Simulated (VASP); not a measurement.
# Ge3Pd (Pm-3m) in VASP: notebook, part 2 of 2

VASP 6.6.1.

**3. Single point, PBE**

This run uses another cell than the first one, of 18.48 Å³/atom.

Input file INCAR:

```
SYSTEM = Ge3Pd
PREC     = Accurate       ! precision mode
ENCUT    = 500            ! plane-wave cutoff, eV
EDIFF    = 1E-6           ! SCF threshold, eV
ISMEAR   = 1              ! smearing method
SIGMA    = 0.05           ! smearing width, eV
LREAL    = .False.        ! projectors in reciprocal space
LASPH    = .True.         ! aspherical terms in the spheres
NELM     = 120            ! most SCF steps
ALGO     = Normal         ! electronic algorithm
ISIF     = 2              ! what is computed and relaxed
LWAVE    = .False.        ! write WAVECAR
LCHARG   = .False.        ! write CHGCAR
GGA      = PE             ! functional
NBANDS   = 34             ! bands
GGA_COMPAT= .False.
```

Input file KPOINTS:

```
regular mesh
0
Gamma
  6 6 6
  0 0 0
```

Input file POSCAR:

```
Ge3Pd
1.0
    4.1965295533      0.0000000000      0.0000000000
    0.0000000000      4.1965295533      0.0000000000
    0.0000000000      0.0000000000      4.1965295533
Ge Pd
3 1
Direct
    0.0000000000      0.5000000000      0.5000000000
    0.5000000000      0.0000000000      0.5000000000
    0.5000000000      0.5000000000      0.0000000000
    0.0000000000      0.0000000000      0.0000000000
```

Potentials or basis: VASP PAW PBE potentials, release 64 (Ge_d, Pd).

Launch:

```bash
$ cat potpaw_PBE.64/Ge_d/POTCAR potpaw_PBE.64/Pd/POTCAR > POTCAR
$ mpirun -np 1 vasp_std > vasp.out
```

OUTCAR:

```text
SYSTEM = Ge3Pd
   PREC = Accurate
   ENCUT = 500
   EDIFF = 1E-6
   ISMEAR = 1
   LREAL = .False.
   LASPH = .True.
   NELM = 120
   ISIF = 2
   GGA = PE

 ion  position               nearest neighbor table
   1  0.000  0.500  0.500-   4 2.97   4 2.97   4 2.97   4 2.97
   2  0.500  0.000  0.500-   4 2.97   4 2.97   4 2.97   4 2.97
   3  0.500  0.500  0.000-   4 2.97   4 2.97   4 2.97   4 2.97
   4  0.000  0.000  0.000-   1 2.97   2 2.97   3 2.97   1 2.97   2 2.97   1 2.97   3 2.97   1 2.97
                             2 2.97   3 2.97   2 2.97   3 2.97

  LATTYP: Found a simple cubic cell.
 ALAT       =     4.1965295533

  Lattice vectors:

 A1 = (   4.1965295533,   0.0000000000,   0.0000000000)
 A2 = (   0.0000000000,   4.1965295533,   0.0000000000)
 A3 = (   0.0000000000,   0.0000000000,   4.1965295533)

Analysis of symmetry for initial positions (statically):
=====================================================================
 Subroutine PRICEL returns:
 Original cell was already a primitive cell.

 Routine SETGRP: Setting up the symmetry group for a
 simple cubic supercell.

 Subroutine GETGRP returns: Found 48 space group operations
 (whereof 48 operations were pure point group operations)
 out of a pool of 48 trial point group operations.

The static configuration has the point symmetry O_h .

Analysis of symmetry for dynamics (positions and initial velocities):
=====================================================================
 Subroutine PRICEL returns:
 Original cell was already a primitive cell.

 Routine SETGRP: Setting up the symmetry group for a
 simple cubic supercell.

 Subroutine GETGRP returns: Found 48 space group operations
 (whereof 48 operations were pure point group operations)
 out of a pool of 48 trial point group operations.

The dynamic configuration has the point symmetry O_h .

 Subroutine INISYM returns: Found 48 space group operations
 (whereof 48 operations are pure point group operations),
 and found     1 'primitive' translations

----------------------------------------------------------------------------------------

                                     Primitive cell

  volume of cell :      73.9045

  direct lattice vectors                    reciprocal lattice vectors
     4.196529553  0.000000000  0.000000000     0.238292138  0.000000000  0.000000000
     0.000000000  4.196529553  0.000000000     0.000000000  0.238292138  0.000000000
     0.000000000  0.000000000  4.196529553     0.000000000  0.000000000  0.238292138

  length of vectors
     4.196529553  4.196529553  4.196529553     0.238292138  0.238292138  0.238292138

  position of ions in fractional coordinates (direct lattice)
     0.000000000  0.500000000  0.500000000
     0.500000000  0.000000000  0.500000000
     0.500000000  0.500000000  0.000000000
     0.000000000  0.000000000  0.000000000

  ion indices of the primitive-cell ions
   primitive index   ion index
                 1           1
                 2           2
                 3           3
                 4           4

----------------------------------------------------------------------------------------

 KPOINTS: regular mesh

Automatic generation of k-mesh.
 Grid dimensions read from file:
 generate k-points for:    6    6    6

 Generating k-lattice:

  Cartesian coordinates                     Fractional coordinates (reciprocal lattice)
     0.039715356  0.000000000  0.000000000     0.166666667  0.000000000  0.000000000
     0.000000000  0.039715356  0.000000000     0.000000000  0.166666667  0.000000000
     0.000000000  0.000000000  0.039715356     0.000000000  0.000000000  0.166666667

  Length of vectors
     0.039715356  0.039715356  0.039715356

  Shift w.r.t. Gamma in fractional coordinates (k-lattice)
     0.000000000  0.000000000  0.000000000

 Subroutine IBZKPT returns following result:
 ===========================================

 Found     20 irreducible k-points:

 Following reciprocal coordinates:
            Coordinates               Weight
  0.000000  0.000000  0.000000      1.000000
  0.166667  0.000000  0.000000      6.000000
  0.333333  0.000000  0.000000      6.000000
  0.500000  0.000000  0.000000      3.000000
  0.166667  0.166667  0.000000     12.000000
  0.333333  0.166667  0.000000     24.000000
[... 12 lines left out ...]
  0.500000  0.500000  0.333333      6.000000
  0.500000  0.500000  0.500000      1.000000
   k-points           NKPTS =     20   k-points in BZ     NKDIM =     20   number of bands    NBANDS=     34
   number of dos      NEDOS =    301   number of ions     NIONS =      4
   total plane-waves  NPLWV =  32768
   dimension x,y,z NGX =    32 NGY =   32 NGZ =   32
   dimension x,y,z NGXF=    64 NGYF=   64 NGZF=   64
   ions per type =               3   1
   NGX,Y,Z   is equivalent  to a cutoff of  12.68, 12.68, 12.68 a.u.
   NGXF,Y,Z  is equivalent  to a cutoff of  25.35, 25.35, 25.35 a.u.
 SYSTEM =  Ge3Pd
   PREC   = accura    normal or accurate (medium, high low for compatibility)
   ISTART =      0    job   : 0-new  1-cont  2-samecut
   ICHARG =      2    charge: 1-file 2-atom 10-const
   ISPIN  =      1    spin polarized calculation?
   LNONCOLLINEAR =      F non collinear calculations
   LSORBIT =      F    spin-orbit coupling
   LASPH  =      T    aspherical Exc in radial PAW
   ENCUT  =  500.0 eV  36.75 Ry    6.06 a.u.   7.65  7.65  7.65*2*pi/ulx,y,z
   NELM   =    120;   NELMIN=  2; NELMDL= -5     # of ELM steps
   EDIFF  = 0.1E-05   stopping-criterion for ELM
   LREAL  =      F    real-space projection
   EDIFFG = 0.1E-04   stopping-criterion for IOM
   NSW    =      0    number of steps for IOM
   IBRION =     -1    ionic relax: 0-MD 1-quasi-New 2-CG
   NFREE  =      0    steps in history (QN), initial steepest desc. (CG)
   ISIF   =      2    stress and relaxation
   ISYM   =      2    0-nonsym 1-usesym 2-fastsym
   POTIM  = 0.5000    time-step for ionic-motion
   TEBEG  =    0.0;   TEEND  =   0.0 temperature during run
   PSTRESS=    0.0 pullay stress
   NELECT =      52.0000    total number of electrons
   NUPDOWN=      -1.0000    fix difference up-down
   EMIN   =  10.00;   EMAX   =-10.00  energy-range for DOS
   EFERMI =   0.00;   METHOD = LEGACY
   ISMEAR =     1;   SIGMA  =   0.05  broadening in eV -4-tet -1-fermi 0-gaus
   EFERMI_NEDOS =   21; number of points for ismear=-14 and -15
   IALGO  =     38    algorithm
   IMIX   =      4    mixing-type and parameters
     AMIX     =   0.40;   BMIX     =  1.00
     AMIX_MAG =   1.60;   BMIX_MAG =  1.00
  volume/ion in A,a.u.               =      18.48       124.68
  Fermi-wavevector in a.u.,A,eV,Ry     =   1.456081  2.751595 28.846706  2.120173
  Thomas-Fermi vector in A             =   2.573041
   LORBIT       =      0    0 simple, 1 ext, 2 COOP (PROOUT), +10 PAW based schemes
   GGA     = PE    functional components
   LHFCALC =     F    Hartree Fock is set to
   AEXX    =    0.0000 exact exchange contribution
   IVDW    =     0    specifies the selected vdW correction
   LEPSILON=     F    determine dielectric tensor
   LRPA    =     F    only Hartree local field effects (RPA)
 non-spin polarized calculation
 Methfessel and Paxton  Order N= 1 SIGMA  =   0.05
  energy-cutoff  :      500.00
  volume of cell :       73.90
 maximum number of plane-waves:      1924
 NGX is ok and might be reduce to    32
   NGX = 15   NGY = 15   NGZ = 15

 number of electron      52.0000081 magnetization

 Free energy of the ion-electron system (eV)
  ---------------------------------------------------
  ext. energy  EPLUGINS =         0.00000000
  ---------------------------------------------------
  free energy    TOTEN  =       -18.42673676 eV

  energy without entropy =      -18.42513926  energy(sigma->0) =      -18.42620426

 E-fermi :   7.0895     XC(G=0): -11.4997

 val. band max:        7.0833686540   @ k =   0.5000   0.1667   0.0000
 cond. band min:       7.0995877052   @ k =   0.3333   0.1667   0.0000
 fundamental gap:      0.0162190511
 Fermi energy:         7.0894509192

 k-point     1 :       0.0000    0.0000    0.0000
  band No.  band energies     occupation
      1     -17.6718      2.00000
      2     -17.6718      2.00000
      3     -17.6718      2.00000
      4     -17.6636      2.00000
      5     -17.6095      2.00000
      6     -17.6095      2.00000
[... 729 lines left out ...]
     33      14.3549      0.00000
     34      19.8375      0.00000

------------------------ aborting loop because EDIFF is reached ----------------------------------------

  FORCE on cell =-STRESS in cart. coord.  units (eV):
  Direction    XX          YY          ZZ          XY          YZ          ZX
  --------------------------------------------------------------------------------------
  -------------------------------------------------------------------------------------
  Total       -1.2735211     -1.2735211     -1.2735211      0.0000000      0.0000000      0.0000000
  in kB      -27.6086940    -27.6086940    -27.6086940      0.0000000      0.0000000      0.0000000
  external PRESSURE =     -27.6086940 kB  Pullay stress =       0.0000000 kB

 VOLUME and BASIS-vectors are now :
 -----------------------------------------------------------------------------
  energy-cutoff  :      500.00
  volume of cell :       73.90
      direct lattice vectors                 reciprocal lattice vectors
     4.196529553  0.000000000  0.000000000     0.238292138  0.000000000  0.000000000
     0.000000000  4.196529553  0.000000000     0.000000000  0.238292138  0.000000000
     0.000000000  0.000000000  4.196529553     0.000000000  0.000000000  0.238292138

 POSITION                                       TOTAL-FORCE (eV/Angst)
 -----------------------------------------------------------------------------------
      0.00000      2.09826      2.09826         0.000000      0.000000      0.000000
      2.09826      0.00000      2.09826         0.000000      0.000000      0.000000
      2.09826      2.09826      0.00000         0.000000      0.000000      0.000000
      0.00000      0.00000      0.00000         0.000000      0.000000      0.000000
 -----------------------------------------------------------------------------------
    total drift:                                0.000000     -0.000000     -0.000000

  FREE ENERGIE OF THE ION-ELECTRON SYSTEM (eV)
  ---------------------------------------------------
  free  energy   TOTEN  =       -18.4267367620 eV

  energy  without entropy=      -18.4251392557  energy(sigma->0) =      -18.42620426
```

It took 29 s on 1 thread of Intel Xeon Platinum 8259CL at 2.50GHz (Skylake/Cascade Lake), shared host; peak memory 0.19 GiB.

What came out:

```
Free energy            : -18.4267 eV
Pressure               : -2.8 GPa
Band gap on the k mesh : zero (bands 26 and 27 overlap by 1.68 eV)
```

**4. Single point, PBE**

This run uses another cell than the first one, of 18.83 Å³/atom.

Input file INCAR:

```
ALGO     = Normal         # electronic algorithm
EDIFF    = 1E-6           # SCF threshold, eV
ENCUT    = 500            # plane-wave cutoff, eV
GGA      = PE             # functional
GGA_COMPAT= F            
ISIF     = 2              # what is computed and relaxed
ISMEAR   = 1              # smearing method
LASPH    = T              # aspherical terms in the spheres
LCHARG   = T              # write CHGCAR
LELF     = T              # ELF
LREAL    = F              # projectors in reciprocal space
LVHAR    = T            
LWAVE    = F              # write WAVECAR
NBANDS   = 34             # bands
NELM     = 120            # most SCF steps
PREC     = Accurate       # precision mode
SIGMA    = 0.05           # smearing width, eV
```

Input file KPOINTS:

```
k-points
0
Gamma
  6 6 6
```

Input file POSCAR:

```
Ge3Pd
1.0
    4.2232597616      0.0000000000      0.0000000000
    0.0000000000      4.2232597616      0.0000000000
    0.0000000000      0.0000000000      4.2232597616
Ge Pd
3 1
Direct
    0.0000000000      0.5000000000      0.5000000000
    0.5000000000      0.0000000000      0.5000000000
    0.5000000000      0.5000000000      0.0000000000
    0.0000000000      0.0000000000      0.0000000000
```

Launch:

```bash
$ cat potpaw_PBE.64/Ge_d/POTCAR potpaw_PBE.64/Pd/POTCAR > POTCAR
$ mpirun -np 1 vasp_std > vasp.out
```

Run time: 32 s. Hardware: 1 thread of Intel Xeon Platinum 8259CL at 2.50GHz (Skylake/Cascade Lake), shared host; peak memory 0.19 GiB.

The run converged. Its results:

* Free energy: -18.3962 eV
* Pressure: -4.2 GPa
* Band gap on the k mesh: zero (bands 26 and 27 overlap by 1.69 eV)

Levels at points of the mesh, in eV from the Fermi level:
```
           k point  band 24  band 25  band 26  band 27  band 28  band 29
(0.00, 0.00, 0.00)    -2.46    -1.61    -1.61     0.90     2.88     2.88
(0.50, 0.00, 0.00)    -0.20    -0.20    -0.03    -0.03     0.14     0.88
(0.50, 0.50, 0.00)    -1.93    -0.32     0.14     0.88     0.88     2.31
(0.50, 0.50, 0.50)    -2.13    -1.55    -1.55    -1.55    -0.20     7.00
```

Caveat: the cell stands under tension.

**5. Overview**

```csv
cell,gap on the mesh (eV),pressure (GPa)
"a = 4.169 Å, 4 atoms",none,-1.3
"a = 4.197 Å, 4 atoms",none,-2.8
"a = 4.223 Å, 4 atoms",none,-4.2
```

Alike in all rows: task single point; level PBE; potentials or basis VASP PAW PBE potentials, release 64 (Ge_d, Pd); no spin polarisation; k mesh 6 × 6 × 6; cutoff (eV) 500; smearing methfessel-paxton 0.05 eV.

Caveats: the cell stands under tension (at least some runs).

Total energies depend on the potentials used, so only differences within one code and one set of settings carry meaning.

The gap in the log of VASP goes by the Fermi energy; the results here count the filled bands.